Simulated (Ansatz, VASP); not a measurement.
**Ca3Y: VASP beside Ansatz**

File INCAR:

```
PREC = Accurate ; ENCUT = 520
EDIFF = 1E-7 ; ISMEAR = 1
SIGMA = 0.1 ; LREAL = F
LASPH = T ; NELM = 80
ALGO = Normal ; ISIF = 2
LWAVE = F ; LCHARG = T
LELF = T ; LVHAR = T
NBANDS = 28
```

Contents of KPOINTS:

```
Automatic mesh
0
Gamma
  4 4 4
```

POSCAR

```
Ca3Y
1.0
    0.0000000000      4.2455650000      4.2455650000
    4.2455650000      0.0000000000      4.2455650000
    4.2455650000      4.2455650000      0.0000000000
Ca Y
3 1
Direct
    0.2441211956      0.2552738866      0.2482537756
    0.7440709439      0.7544226003      0.7494273088
    0.4925510297      0.5069043342      0.4988786248
   -0.0070220420      0.0059704786     -0.0016136115
```

Input for Ansatz:

```yaml
crystal:
  lattice:
    - [0.0, 4.245565, 4.245565]
    - [4.245565, 0.0, 4.245565]
    - [4.245565, 4.245565, 0.0]
  atoms:
    - { symbol: Ca, position: [0.24412119561468193, 0.25527388655122885, 0.24825377558034067] }
    - { symbol: Ca, position: [0.7440709439228503, 0.754422600313649, 0.7494273088240072] }
    - { symbol: Ca, position: [0.4925510296722415, 0.5069043342146899, 0.4988786247832163] }
    - { symbol: "Y", position: [-0.007022042042776824, 0.005970478644919125, -0.0016136115419754411] }
kpoints:
  mp_grid:
    grid: [4, 4, 4]
hamiltonian:
  xc: lda
  pseudopotentials:
    kind: paw
scf:
  occupations:
    method: methfessel_paxton
output:
  forces: true
```

Alike in both runs: task single point; functional LDA; k mesh 4 × 4 × 4; no spin polarisation.

|  | VASP | Ansatz |
| --- | --- | --- |
| version | VASP 6.6.1 | Ansatz 0.2.0 |
| potentials or method | VASP PAW LDA potentials, release 64 (Ca_sv, Y_sv) | plane waves, PAW |
| plane-wave cutoff (eV) | 520 | 420 |
| occupations | methfessel-paxton of order 1, width 0.1 eV | methfessel-paxton of order 1 |
| valence electrons in the cell | 41 | 41 |

```tsv
	VASP	Ansatz	Ansatz less VASP
rms of the force components (eV/Å)	0.012	0.012	0.0000
```

LDA's correlation is that of Perdew and Zunger in VASP and of Perdew and Wang (1992) in Ansatz. Atom by atom the forces differ by 0.000 eV/Å (rms over components).
